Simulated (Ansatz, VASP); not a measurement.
# Two plane-wave programs on RbBr

File INCAR:

```
ALGO = Normal
EDIFF = 1E-6
ENCUT = 520
GGA = PE
ISIF = 2
ISMEAR = 0
LASPH = T
LCHARG = F
LREAL = F
LWAVE = F
NBANDS = 15
NELM = 60
PREC = Accurate
SIGMA = 0.05
```

The input KPOINTS:

```
k-points
0
Gamma
  6 6 6
```

File POSCAR:

```
RbBr
1.0
    0.0000000000      3.2989687500      3.4275000000
    3.5560312500      0.0000000000      3.4275000000
    3.5560312500      3.2989687500      0.0000000000
Rb Br
1 1
Direct
    0.0000000000      0.0000000000      0.0000000000
    0.5000000000      0.5000000000      0.5000000000
```

Input for Ansatz:

```yaml
crystal:
  lattice:
    - [0.0, 3.29896875, 3.4275]
    - [3.55603125, 0.0, 3.4275]
    - [3.55603125, 3.29896875, 0.0]
  atoms:
    - { symbol: Rb, position: [0.0, 0.0, 0.0] }
    - { symbol: Br, position: [0.5, 0.5, 0.5] }
basis:
  ecutwfc: 420
kpoints:
  mp_grid: { grid: [6, 6, 6] }
hamiltonian:
  xc: pbe
scf:
  occupations: { method: gaussian, width: 0.05 }
output:
  forces: true
  stress: true
  eigenvalues: true
```

Change from the starting cell: strain +0.0375 x Voigt [1, -1, 0, 0, 0, 0], atoms carried along.

Alike in both runs: task single point; functional PBE; k mesh 6 × 6 × 6; occupations gaussian, width 0.05 eV; no spin polarisation.

|  | VASP | Ansatz |
| --- | --- | --- |
| version | VASP 6.6.1 | Ansatz 0.2.0 |
| potentials or method | VASP PAW PBE potentials, release 64 (Rb_sv, Br), cutoff 520 eV | scalar-relativistic, plane waves, PAW |
| valence electrons in the cell | 16 | 16 |

Ansatz gave:

* gap on the k mesh at the Fermi level (eV): 4.30
* least direct gap on the mesh (eV): 4.30
* pressure (GPa): 1.2
* traceless stress, the component that is largest in VASP (GPa): 1.39

Q: Which values does VASP return?

A: gap on the k mesh at the Fermi level (eV): 4.30; least direct gap on the mesh (eV): 4.30; pressure (GPa): 1.2; traceless stress, the component that is largest in VASP (GPa): 1.41.
